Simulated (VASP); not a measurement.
A run of VASP 6.6.1 is set up as follows.

File INCAR:

```
PREC = Accurate
ENCUT = 520
EDIFF = 1E-6
ISMEAR = 0
SIGMA = 0.1
LREAL = Auto
LASPH = T
NELM = 80
ALGO = Normal
ISIF = 2
LWAVE = F
LCHARG = T
GGA = CA
LELF = T
LVHAR = T
NBANDS = 120
```

Contents of KPOINTS:

```
regular mesh
0
Gamma
  2 2 2
```

File POSCAR:

```
Ca8Pb3Au8
1.0
    8.1242870700      0.0000000000      0.0000000000
    0.0000000000      8.1242870700      0.0000000000
    0.0000000000      0.0000000000      7.7329305200
Ca Au Pb
8 8 3
Direct
    0.1823715715      0.6630281468      0.2473443923
    0.3382286933      0.1834291412      0.2473503409
    0.8177315674      0.3392367818      0.2473699971
    0.6619085409      0.8188137547      0.2473248654
    0.1824066515      0.6629419854      0.7516255299
    0.3381468400      0.1834432963      0.7515867348
    0.8176684234      0.3392814626      0.7515904850
    0.6618462585      0.8186555870      0.7516310906
    0.6312460350      0.1154212046     -0.0005658915
    0.8857626445      0.6322884649     -0.0004713608
    0.3688439335      0.8868347386     -0.0005603309
    0.1143480027      0.3699031034     -0.0005008451
    0.6112050149      0.1314296246      0.4995505895
    0.8697249296      0.6122505221      0.4994563174
    0.3888930774      0.8707711752      0.4995194241
    0.1304359374      0.3899643098      0.4994627832
    0.5000201205      0.5010530727     -0.0002538494
   -0.0000280640      0.0010964654      0.9996928047
    0.5000778487      0.5011138780      0.4993118702
```

Potentials or basis: VASP PAW LDA potentials, release 64 (Ca_sv, Au, Pb_d).

The run is started by

```console
$ cat potpaw_LDA.64/Ca_sv/POTCAR potpaw_LDA.64/Au/POTCAR potpaw_LDA.64/Pb_d/POTCAR > POTCAR
$ mpirun -np 1 vasp_std > vasp.out
```

Estimate the pressure.

-4.0 GPa.

Estimate the band gap on the k mesh.

zero (bands 105 and 106 overlap by 0.75 eV).

What does it give for the largest force?

0.019 eV/Å.

Stress tensor (GPa, compression positive):
```
-4.27  0.00  0.00
 0.00 -4.26  0.00
 0.00  0.00 -3.57
```

Caveat: the k points lie up to 0.41 Å⁻¹ apart, too coarse for converged energies and pressures of a metal; spin-orbit coupling is left out, which moves the levels of the heavy elements.
